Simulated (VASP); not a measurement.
WS:

```
CELL_PARAMETERS angstrom
3.93889 0.00000 0.00000
0.00000 3.93889 0.00000
0.00000 0.00000 4.97713
ATOMIC_POSITIONS crystal
W 0.00000 0.50000 0.23510
W 0.50000 0.00000 0.76490
S 0.00000 0.00000 0.00000
S 0.50000 0.50000 0.00000
```

| Property | Result |
| --- | --- |
| Program | VASP 6.6.1 |
| Task | relaxation of cell and atoms |
| Functional | PBE |
| Potentials or basis | VASP PAW PBE potentials, release 64 (W_sv, S) |
| Cutoff | 600 eV |
| k mesh | 4 × 4 × 4 |
| Occupations | gaussian, width 0.1 eV |
| Spin | no spin polarisation |

At the start: pressure 10.3 GPa; volume 19.30 Å³/atom.

Task: Where does the relaxation end?

Result: Over 28 steps the energy falls by 589.4 meV/atom and the volume is 15.84 Å³/atom (-18.0 %); space group P4/nmm (No. 129, to 0.05 Å).

The path:
```csv
step,energy change (eV),largest force (eV/Å),pressure (GPa),volume (Å³)
1,0.0000,3.9994,10.35,77.22
2,0.4864,1.2350,-20.92,91.99
3,-0.4304,1.1413,-6.29,82.52
4,-0.4316,1.2437,-5.65,82.26
5,-0.8309,1.5463,-4.73,77.37
6,-1.9114,2.4403,7.66,63.81
7,5.8711,1.2429,159.48,41.35
8,-1.2191,4.2332,22.30,61.75
9,-0.1511,2.6142,66.15,50.93
10,-1.0863,4.5648,29.59,59.54
11,-1.0476,4.3923,35.64,57.48
12,-1.0781,4.2733,35.89,57.26
13,-1.1542,3.9237,36.86,56.60
14,-1.2274,2.9578,39.60,55.29
15,-1.3224,2.8057,37.30,55.64
16,-1.5766,2.3765,30.73,56.70
17,-1.9576,1.7155,19.29,58.86
18,-2.2949,0.8539,1.66,63.34
19,-2.3033,0.7221,-0.82,64.13
20,-2.3034,0.6916,-1.37,64.31
21,-2.3095,0.6665,-1.33,64.26
22,-2.3263,0.5823,-1.17,64.12
23,-2.3504,0.3170,-0.87,63.83
24,-2.3419,0.4780,-0.04,63.24
25,-2.3571,0.0194,-0.62,63.60
26,-2.3571,0.0001,-0.60,63.59
27,-2.3576,0.0202,-0.15,63.43
28,-2.3576,0.0314,0.09,63.35
```

Final structure:
```
W S
1.0
     3.79459    0.00000    0.00000
     0.00000    3.79459    0.00000
     0.00000    0.00000    4.39944
W S
2 2
Direct
  0.00000 0.50000 0.36022
  0.50000 0.00000 0.63978
  0.00000 0.00000 0.00000
  0.50000 0.50000 0.00000
```

Caveat: the k points lie up to 0.41 Å⁻¹ apart in the final cell; the volume moved by over 15 % at a fixed basis, so the end points are rough.
